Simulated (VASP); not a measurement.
Runs of VASP 6.6.1 on NdCdC. The structure is that of space group P-6m2 (No. 187), or close to it. The cells are those of the table. The cell was built from a structure type or drawn by symmetry, and may not be a known phase.

```tsv
task	cell	k mesh	gap on the mesh (eV)	pressure (GPa)	relaxed volume (Å³/atom)
single point	a = 4.253, b = 4.253, c = 4.272 Å, angles 90.0, 90.0, 120.0°, 3 atoms	6 × 6 × 4	none	(a)	-
relaxation of cell and atoms	relaxed from a = 3.967, b = 3.967, c = 4.189 Å, angles 90.0, 90.0, 120.0°, 3 atoms	12 × 12 × 12	none	0.0	19.17
relaxation of cell and atoms	relaxed from a = 4.253, b = 4.253, c = 4.272 Å, angles 90.0, 90.0, 120.0°, 3 atoms	6 × 6 × 4	none	-0.2	19.19
single point	a = 3.971, b = 3.971, c = 4.178 Å, angles 90.0, 90.0, 120.0°, 3 atoms	12 × 12 × 12	none	(b)	-
single point	a = 3.967, b = 3.967, c = 4.189 Å, angles 90.0, 90.0, 120.0°, 3 atoms	6 × 6 × 4	none	0.6	-
```

Alike in all rows: level PBE; potentials or basis VASP PAW PBE potentials, release 64 (Nd_3, Cd, C), 4f in core; no spin polarisation; cutoff (eV) 600; smearing gaussian 0.1 eV.

Task: Fill in the values left out.

Result: (a) -10.0; (b) 0.7.

Caveats: some runs use coarse meshes; spin-orbit coupling is left out, which moves the levels of the heavy elements; the 4f electrons are frozen in the core, so they carry no moment and show no levels.

A k mesh can miss the band edges, and the runs leave out spin-orbit coupling on Cd, Nd.

A gap of «none» marks levels without a gap at the run's occupations.
